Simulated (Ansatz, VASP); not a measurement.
## Two plane-wave programs on LiF

File INCAR:

```
SYSTEM = LiF
ALGO = Normal
EDIFF = 1E-6
ENCUT = 520
GGA = PE
ISIF = 2
ISMEAR = 0
LASPH = .True.
LCHARG = .False.
LREAL = .False.
LWAVE = .False.
NBANDS = 18
NELM = 60
PREC = Accurate
SIGMA = 0.05
```

KPOINTS

```
k-points
0
Gamma
  9 9 6
  0 0 0
```

POSCAR

```
LiF
1.0
    2.8332289033      0.0000000000      0.0000000000
   -1.4166144516      2.4536482050      0.0000000000
    0.0000000000      0.0000000000      5.0122652529
Li F
2 2
Direct
    0.3333333333      0.6666666667      0.3810713234
    0.6666666667      0.3333333333      0.8810713234
    0.3333333333      0.6666666667      0.9939266766
    0.6666666667      0.3333333333      0.4939266766
```

Input for Ansatz:

```yaml
crystal:
  lattice:
    - [2.8332289033, 0.0, 0.0]
    - [-1.4166144516, 2.453648205, 0.0]
    - [0.0, 0.0, 5.0122652529]
  atoms:
    - { symbol: Li, position: [0.3333333333, 0.6666666667, 0.3810713234] }
    - { symbol: Li, position: [0.6666666667, 0.3333333333, 0.8810713234] }
    - { symbol: F, position: [0.3333333333, 0.6666666667, 0.9939266766] }
    - { symbol: F, position: [0.6666666667, 0.3333333333, 0.4939266766] }
basis:
  ecutwfc: 520.0
kpoints:
  mp_grid: { grid: [9, 9, 6] }
hamiltonian:
  xc: pbe
scf:
  occupations: { method: gaussian, width: 0.05 }
output:
  forces: true
  stress: true
  eigenvalues: true
```

Alike in both runs: task single point; functional PBE; k mesh 9 × 9 × 6; occupations gaussian, width 0.05 eV; no spin polarisation.

|  | VASP | Ansatz |
| --- | --- | --- |
| version | VASP 6.6.1 | Ansatz 0.2.0 |
| potentials or method | VASP PAW PBE potentials, release 64 (Li_sv, F), cutoff 520 eV | scalar-relativistic, plane waves, PAW |
| valence electrons in the cell | 20 | 20 |

Ansatz gave:

```
gap on the k mesh at the Fermi level (eV) : 8.57
least direct gap on the mesh (eV)         : 8.57
rms of the force components (eV/Å)        : 0.339
```

Problem. Estimate VASP's values.

Solution. gap on the k mesh at the Fermi level (eV): 8.55; least direct gap on the mesh (eV): 8.55; rms of the force components (eV/Å): 0.360.

Atom by atom the forces differ by 0.020 eV/Å (rms over components). With one functional, cell and mesh, what is left measures potentials, basis and numerics.

Noted on VASP's run: the cutoff is short for stress, so the pressure is rough.
